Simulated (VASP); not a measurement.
# Ti (Im-3m) in VASP: notebook

Ti is run at these levels: PBEsol; tasks: single point.

All numbers are computed with VASP 6.6.1; they aren't measurements. Logs are shortened: lines on timing, memory, paths and dates and some standing lists are left out, and cuts for length are marked.

## Step 1: The cell of the first run

It takes space group Im-3m (No. 229, cubic). The conventional cell has a = 3.145 Å, b = 3.145 Å, c = 3.145 Å, α = 90.00°, β = 90.00°, γ = 90.00°. Within 3.6 Å of Ti (site symmetry m-3m) lie 14 Ti at 2.72 to 3.14 Å.

This isn't the form of Ti at room conditions, which is hcp.

## Step 2: Single point, PBEsol, collinear spin (15.55 Å³/atom)

Contents of INCAR:

```
PREC     = Accurate       # precision mode
ENCUT    = 520            # plane-wave cutoff, eV
EDIFF    = 1E-6           # SCF threshold, eV
ISMEAR   = 0              # smearing method
SIGMA    = 0.15           # smearing width, eV
LREAL    = F              # projectors in reciprocal space
LASPH    = T              # aspherical terms in the spheres
NELM     = 150            # most SCF steps
ALGO     = Fast           # electronic algorithm
ISIF     = 2              # what is computed and relaxed
LWAVE    = F              # write WAVECAR
LCHARG   = F              # write CHGCAR
ISPIN    = 2              # spin polarisation
MAGMOM   = 0.75           # initial moments
LORBIT   = 11             # projections on sites
NUPDOWN  = 0.75           # fixed moment
LMAXMIX  = 4              # l up to which the mixer works
GGA      = PS             # functional
NBANDS   = 16             # bands
```

Contents of KPOINTS:

```
regular mesh
0
Gamma
  22 22 22
```

Contents of POSCAR:

```
Ti
1.0
   -1.5723437212      1.5723437212      1.5723437212
    1.5723437212     -1.5723437212      1.5723437212
    1.5723437212      1.5723437212     -1.5723437212
Ti
1
Direct
    0.0000000000      0.0000000000      0.0000000000
```

Potentials or basis: VASP PAW PBE potentials, release 64 (Ti_sv).

On the command line:

```
> cat potpaw_PBE.64/Ti_sv/POTCAR > POTCAR
> mpirun -np 1 vasp_std > vasp.out
```

OUTCAR:

```text
PREC = Accurate
   ENCUT = 520
   EDIFF = 1E-6
   ISMEAR = 0
   LREAL = F
   LASPH = T
   NELM = 150
   ISIF = 2
   ISPIN = 2
   LORBIT = 11
   NUPDOWN = 0.75
   GGA = PS

 ion  position               nearest neighbor table
   1  0.000  0.000  0.000-

  LATTYP: Found a body centered cubic cell.
 ALAT       =     3.1446874424

  Lattice vectors:

 A1 = (  -1.5723437212,   1.5723437212,   1.5723437212)
 A2 = (   1.5723437212,  -1.5723437212,   1.5723437212)
 A3 = (   1.5723437212,   1.5723437212,  -1.5723437212)

Analysis of symmetry for initial positions (statically):
=====================================================================
 Subroutine PRICEL returns:
 Original cell was already a primitive cell.

 Routine SETGRP: Setting up the symmetry group for a
 body centered cubic supercell.

 Subroutine GETGRP returns: Found 48 space group operations
 (whereof 48 operations were pure point group operations)
 out of a pool of 48 trial point group operations.

The static configuration has the point symmetry O_h .

Analysis of symmetry for dynamics (positions and initial velocities):
=====================================================================
 Subroutine PRICEL returns:
 Original cell was already a primitive cell.

 Routine SETGRP: Setting up the symmetry group for a
 body centered cubic supercell.

 Subroutine GETGRP returns: Found 48 space group operations
 (whereof 48 operations were pure point group operations)
 out of a pool of 48 trial point group operations.

The dynamic configuration has the point symmetry O_h .

Analysis of structural, dynamic, and magnetic symmetry:
=====================================================================
 Subroutine PRICEL returns:
 Original cell was already a primitive cell.

 Routine SETGRP: Setting up the symmetry group for a
 body centered cubic supercell.

 Subroutine GETGRP returns: Found 48 space group operations
 (whereof 48 operations were pure point group operations)
 out of a pool of 48 trial point group operations.

The overall configuration has the point symmetry O_h .

 Subroutine INISYM returns: Found 48 space group operations
 (whereof 48 operations are pure point group operations),
 and found     1 'primitive' translations

----------------------------------------------------------------------------------------

                                     Primitive cell

  volume of cell :      15.5490

  direct lattice vectors                    reciprocal lattice vectors
    -1.572343721  1.572343721  1.572343721     0.000000000  0.317996627  0.317996627
     1.572343721 -1.572343721  1.572343721     0.317996627  0.000000000  0.317996627
     1.572343721  1.572343721 -1.572343721     0.317996627  0.317996627  0.000000000

  length of vectors
     2.723379212  2.723379212  2.723379212     0.449715143  0.449715143  0.449715143

  position of ions in fractional coordinates (direct lattice)
     0.000000000  0.000000000  0.000000000

  ion indices of the primitive-cell ions
   primitive index   ion index
                 1           1

----------------------------------------------------------------------------------------

 KPOINTS: regular mesh

Automatic generation of k-mesh.
 Grid dimensions read from file:
 generate k-points for:   22   22   22

 Generating k-lattice:

  Cartesian coordinates                     Fractional coordinates (reciprocal lattice)
     0.000000000  0.014454392  0.014454392     0.045454545  0.000000000  0.000000000
     0.014454392  0.000000000  0.014454392     0.000000000  0.045454545  0.000000000
     0.014454392  0.014454392  0.000000000     0.000000000  0.000000000  0.045454545

  Length of vectors
     0.020441597  0.020441597  0.020441597

  Shift w.r.t. Gamma in fractional coordinates (k-lattice)
     0.000000000  0.000000000  0.000000000

 Subroutine IBZKPT returns following result:
 ===========================================

 Found    328 irreducible k-points:

 Following reciprocal coordinates:
            Coordinates               Weight
  0.000000  0.000000  0.000000      1.000000
  0.045455  0.000000  0.000000     12.000000
  0.090909  0.000000  0.000000     12.000000
  0.136364  0.000000  0.000000     12.000000
  0.181818  0.000000  0.000000     12.000000
  0.227273  0.000000  0.000000     12.000000
[... 16 lines left out ...]
  0.090909  0.090909  0.000000     24.000000
  0.136364  0.090909  0.000000     48.000000
 [... further k-points ...]
   k-points           NKPTS =    328   k-points in BZ     NKDIM =    328   number of bands    NBANDS=     16
   number of dos      NEDOS =    301   number of ions     NIONS =      1
   total plane-waves  NPLWV =   8000
   dimension x,y,z NGX =    20 NGY =   20 NGZ =   20
   dimension x,y,z NGXF=    40 NGYF=   40 NGZF=   40
   ions per type =               1
   NGX,Y,Z   is equivalent  to a cutoff of  12.21, 12.21, 12.21 a.u.
   NGXF,Y,Z  is equivalent  to a cutoff of  24.42, 24.42, 24.42 a.u.
 SYSTEM =  unknown system
   PREC   = accura    normal or accurate (medium, high low for compatibility)
   ISTART =      0    job   : 0-new  1-cont  2-samecut
   ICHARG =      2    charge: 1-file 2-atom 10-const
   ISPIN  =      2    spin polarized calculation?
   LNONCOLLINEAR =      F non collinear calculations
   LSORBIT =      F    spin-orbit coupling
   LASPH  =      T    aspherical Exc in radial PAW
   ENCUT  =  520.0 eV  38.22 Ry    6.18 a.u.   5.06  5.06  5.06*2*pi/ulx,y,z
   NELM   =    150;   NELMIN=  2; NELMDL= -5     # of ELM steps
   EDIFF  = 0.1E-05   stopping-criterion for ELM
   LREAL  =      F    real-space projection
   EDIFFG = 0.1E-04   stopping-criterion for IOM
   NSW    =      0    number of steps for IOM
   IBRION =     -1    ionic relax: 0-MD 1-quasi-New 2-CG
   NFREE  =      0    steps in history (QN), initial steepest desc. (CG)
   ISIF   =      2    stress and relaxation
   ISYM   =      2    0-nonsym 1-usesym 2-fastsym
   POTIM  = 0.5000    time-step for ionic-motion
   TEBEG  =    0.0;   TEEND  =   0.0 temperature during run
   PSTRESS=    0.0 pullay stress
   NELECT =      12.0000    total number of electrons
   NUPDOWN=       0.7500    fix difference up-down
   EMIN   =  10.00;   EMAX   =-10.00  energy-range for DOS
   EFERMI =   0.00;   METHOD = LEGACY
   ISMEAR =     0;   SIGMA  =   0.15  broadening in eV -4-tet -1-fermi 0-gaus
   EFERMI_NEDOS =   21; number of points for ismear=-14 and -15
   IALGO  =     68    algorithm
   IMIX   =      4    mixing-type and parameters
     AMIX     =   0.40;   BMIX     =  1.00
     AMIX_MAG =   1.60;   BMIX_MAG =  1.00
  volume/ion in A,a.u.               =      15.55       104.93
  Fermi-wavevector in a.u.,A,eV,Ry     =   1.501647  2.837701 30.680358  2.254943
  Thomas-Fermi vector in A             =   2.612990
   LORBIT       =     11    0 simple, 1 ext, 2 COOP (PROOUT), +10 PAW based schemes
   GGA     = PS    functional components
   LHFCALC =     F    Hartree Fock is set to
   AEXX    =    0.0000 exact exchange contribution
   IVDW    =     0    specifies the selected vdW correction
   LEPSILON=     F    determine dielectric tensor
   LRPA    =     F    only Hartree local field effects (RPA)
 spin polarized calculation
 RMM-DIIS sequential band-by-band and
 Gauss-broadening in eV      SIGMA  =   0.15
  energy-cutoff  :      520.00
  volume of cell :       15.55
 maximum number of plane-waves:       431
   NGX = 11   NGY = 11   NGZ = 11

 number of electron      11.9999994 magnetization       0.7499999

 Free energy of the ion-electron system (eV)
  ---------------------------------------------------
  ext. energy  EPLUGINS =         0.00000000
  ---------------------------------------------------
  free energy    TOTEN  =        -8.19218385 eV

  energy without entropy =       -8.16883256  energy(sigma->0) =       -8.18050820

 E-fermi :   9.0721     XC(G=0): -12.1578

 val. band max:        9.2389104214   @ k =  -0.4091  -0.4091   0.1818
 cond. band min:       9.0771760954   @ k =   0.3182   0.1364   0.0000
 fundamental gap:     -0.1617343260
 Fermi energy:         9.2401990756

 spin component 1

 k-point     1 :       0.0000    0.0000    0.0000
  band No.  band energies     occupation
      1     -47.1578      1.00000
      2     -22.9517      1.00000
      3     -22.9517      1.00000
      4     -22.9517      1.00000
      5       2.7049      1.00000
      6       9.9387      0.00000
[... 8 lines left out ...]
     15      34.0467      0.00000
     16      38.6289      0.00000

 k-point     2 :       0.0455    0.0000    0.0000
  band No.  band energies     occupation
      1     -47.1536      1.00000
      2     -22.9725      1.00000
      3     -22.9579      1.00000
      4     -22.9518      1.00000
      5       2.7842      1.00000
      6       9.9000      0.00000
[... 8 lines left out ...]
     15      34.1505      0.00000
     16      37.1503      0.00000
[... 387 lines left out ...]
      5       3.6101      1.00000
      6       9.5839      0.00060
[... 8 lines left out ...]
     15      32.9469      0.00000
     16      35.2817      0.00000

 k-point    24 :       0.1364    0.0909    0.0000
  band No.  band energies     occupation
      1     -47.0873      1.00000
      2     -23.2902      1.00000
      3     -23.0379      1.00000
      4     -22.9779      1.00000
      5       4.0901      1.00000
      6       9.3905      0.07824
[... 8 lines left out ...]
     15      32.5654      0.00000
     16      35.3470      0.00000

 [... further k-points ...]

 spin component 2

 k-point     1 :       0.0000    0.0000    0.0000
  band No.  band energies     occupation
      1     -46.6981      1.00000
      2     -22.4917      1.00000
      3     -22.4917      1.00000
      4     -22.4917      1.00000
      5       3.2832      1.00000
      6      10.5484      0.00000
[... 8 lines left out ...]
     15      34.4725      0.00000
     16      39.1397      0.00000

 k-point     2 :       0.0455    0.0000    0.0000
  band No.  band energies     occupation
      1     -46.6939      1.00000
      2     -22.5123      1.00000
      3     -22.4978      1.00000
      4     -22.4919      1.00000
      5       3.3624      1.00000
      6      10.5098      0.00000
[... 8 lines left out ...]
     15      34.5852      0.00000
     16      37.7749      0.00000
[... 387 lines left out ...]
      5       4.1869      1.00000
      6      10.1915      0.00000
[... 8 lines left out ...]
     15      33.5580      0.00000
     16      35.8151      0.00000

 k-point    24 :       0.1364    0.0909    0.0000
  band No.  band energies     occupation
      1     -46.6283      1.00000
      2     -22.8261      1.00000
      3     -22.5767      1.00000
      4     -22.5178      1.00000
      5       4.6662      1.00000
      6       9.9964      0.00000
[... 8 lines left out ...]
     15      33.0705      0.00000
     16      35.9805      0.00000

 [... further k-points ...]

------------------------ aborting loop because EDIFF is reached ----------------------------------------

  FORCE on cell =-STRESS in cart. coord.  units (eV):
  Direction    XX          YY          ZZ          XY          YZ          ZX
  --------------------------------------------------------------------------------------
  -------------------------------------------------------------------------------------
  Total        0.8944636      0.8944636      0.8944636      0.0000000      0.0000000     -0.0000000
  in kB       92.1660121     92.1660121     92.1660121      0.0000000      0.0000000     -0.0000000
  external PRESSURE =      92.1660121 kB  Pullay stress =       0.0000000 kB

 VOLUME and BASIS-vectors are now :
 -----------------------------------------------------------------------------
  energy-cutoff  :      520.00
  volume of cell :       15.55
      direct lattice vectors                 reciprocal lattice vectors
    -1.572343721  1.572343721  1.572343721     0.000000000  0.317996627  0.317996627
     1.572343721 -1.572343721  1.572343721     0.317996627  0.000000000  0.317996627
     1.572343721  1.572343721 -1.572343721     0.317996627  0.317996627  0.000000000

 POSITION                                       TOTAL-FORCE (eV/Angst)
 -----------------------------------------------------------------------------------
      0.00000      0.00000      0.00000        -0.000000      0.000000     -0.000000
 -----------------------------------------------------------------------------------
    total drift:                                0.000000     -0.000000      0.000000

  FREE ENERGIE OF THE ION-ELECTRON SYSTEM (eV)
  ---------------------------------------------------
  free  energy   TOTEN  =        -8.1921838461 eV

  energy  without entropy=       -8.1688325604  energy(sigma->0) =       -8.18050820

 total charge

# of ion       s       p       d       tot
------------------------------------------
    1        2.268   6.134   2.010  10.412

 magnetization (x)

# of ion       s       p       d       tot
------------------------------------------
    1        0.005   0.051   0.484   0.540
```

Wall time 2.4 min (1 thread of Intel Xeon 6975P-C, shared host); peak memory 0.23 GiB.

What came out:

- Free energy: -8.1922 eV
- Pressure: 9.2 GPa
- Net moment: 0.75 μB per cell
- Site moments: Ti +0.54 μB
- Valence electrons inside the program's atomic spheres: Ti 10.41

Caveat: the cell stands under pressure; the PAW data sets were made with another functional, which shifts forces and pressure a little; the total moment is fixed, so each spin has its own Fermi level and the state may be an excited one.

## Step 3: Single point, PBEsol, collinear spin (16.54 Å³/atom)

This run uses another cell than the first one, of 16.54 Å³/atom.

Contents of INCAR:

```
SYSTEM = Ti
PREC = Accurate
ENCUT = 520
EDIFF = 1E-7
ISMEAR = 0
SIGMA = 0.15
LREAL = .FALSE.
LASPH = .TRUE.
NELM = 150
ALGO = Normal
ISIF = 2
LWAVE = .FALSE.
LCHARG = .FALSE.
ISPIN = 2
MAGMOM = 1
LORBIT = 11
NUPDOWN = 1.0
LMAXMIX = 4
GGA = PS
NBANDS = 16
```

Contents of KPOINTS:

```
Automatic mesh
0
G
  22 22 22
  0 0 0
```

Contents of POSCAR:

```
Ti
1.0
   -1.6051145456      1.6051145456      1.6051145456
    1.6051145456     -1.6051145456      1.6051145456
    1.6051145456      1.6051145456     -1.6051145456
Ti
1
Direct
    0.0000000000      0.0000000000      0.0000000000
```

Potentials or basis: VASP PAW PBE potentials, release 64 (Ti_sv).

On the command line:

```
> cat potpaw_PBE.64/Ti_sv/POTCAR > POTCAR
> mpirun -np 1 vasp_std > vasp.out
```

It took 65 s on 1 thread of Intel Xeon 6975P-C (Granite Rapids), shared host; peak memory 0.24 GiB.

The run converged. Its results:

```yaml
Free_energy: -8.2073 eV
Pressure: 2.4 GPa
Net_moment: 1.00 μB per cell
Site_moments: Ti +0.71 μB
Valence_electrons_inside_the_program's_atomic_spheres: Ti 10.33
```

Caveat: the PAW data sets were made with another functional, which shifts forces and pressure a little; the total moment is fixed, so each spin has its own Fermi level and the state may be an excited one.

## Step 4: Single point, PBEsol, collinear spin (16.54 Å³/atom)

This run uses another cell than the first one, of 16.54 Å³/atom.

Contents of INCAR:

```
PREC = Accurate ; ENCUT = 520
EDIFF = 1E-6 ; ISMEAR = 0
SIGMA = 0.15 ; LREAL = F
LASPH = T ; NELM = 150
ALGO = Normal ; ISIF = 2
LWAVE = F ; LCHARG = F
ISPIN = 2 ; MAGMOM = 0.5
LORBIT = 11 ; NUPDOWN = 0.5
LMAXMIX = 4 ; GGA = PS
NBANDS = 16
```

Contents of KPOINTS:

```
regular mesh
0
Gamma
  22 22 22
```

POSCAR is that of step 3.

On the command line:

```
> cat potpaw_PBE.64/Ti_sv/POTCAR > POTCAR
> mpirun -np 1 vasp_std > vasp.out
```

Wall time 56 s (1 thread of Intel Xeon 6975P-C (Granite Rapids), shared host); peak memory 0.25 GiB.

The run converged. Its results:

```yaml
Free_energy: -8.2367 eV
Pressure: 0.5 GPa
Net_moment: 0.50 μB per cell
Site_moments: Ti +0.35 μB
Valence_electrons_inside_the_program's_atomic_spheres: Ti 10.33
```

Caveat: the PAW data sets were made with another functional, which shifts forces and pressure a little; the total moment is fixed, so each spin has its own Fermi level and the state may be an excited one.

## Step 5: Single point, PBEsol, collinear spin (16.54 Å³/atom)

This run uses another cell than the first one, of 16.54 Å³/atom.

Contents of INCAR:

```
ALGO = Fast
EDIFF = 1E-6
ENCUT = 520
GGA = PS
ISIF = 2
ISMEAR = 0
ISPIN = 2
LASPH = True
LCHARG = False
LMAXMIX = 4
LORBIT = 11
LREAL = False
LWAVE = False
MAGMOM = 0.25
NBANDS = 16
NELM = 150
NUPDOWN = 0.25
PREC = Accurate
SIGMA = 0.15
```

Contents of KPOINTS:

```
k-points
0
Gamma
  22 22 22
```

POSCAR is that of step 4.

On the command line:

```
> cat potpaw_PBE.64/Ti_sv/POTCAR > POTCAR
> mpirun -np 1 vasp_std > vasp.out
```

Run time: 82 s. Hardware: 1 thread of Intel Xeon 6975P-C (Granite Rapids), shared host; peak memory 0.25 GiB.

Results (log left out):

| Property | Result |
| --- | --- |
| Free energy | -8.2448 eV |
| Pressure | -0.1 GPa |
| Net moment | 0.25 μB per cell |
| Site moments | Ti +0.18 μB |
| Valence electrons inside the program's atomic spheres | Ti 10.33 |

Caveat: the PAW data sets were made with another functional, which shifts forces and pressure a little; the total moment is fixed, so each spin has its own Fermi level and the state may be an excited one.

## Step 6: Overview

```csv
fixed moment (μB),cell,pressure (GPa),moment (μB)
0.75,"a = 2.723 Å, angles 109.5°, 1 atom",9.2,0.75
1.0,"a = 2.780 Å, angles 109.5°, 1 atom",2.4,1.00
0.5,"a = 2.780 Å, angles 109.5°, 1 atom",0.5,0.50
0.25,"a = 2.780 Å, angles 109.5°, 1 atom",-0.1,0.25
```

Alike in all rows: task single point; level PBEsol; potentials or basis VASP PAW PBE potentials, release 64 (Ti_sv); spin collinear; k mesh 22 × 22 × 22; cutoff (eV) 520; smearing gaussian 0.15 eV.

Caveats: the PAW data sets were made with another functional, which shifts forces and pressure a little; the total moment is fixed, so each spin has its own Fermi level and the state may be an excited one; the cell stands under pressure (at least some runs).

Total energies depend on the potentials used, so only differences within one code and one set of settings carry meaning.
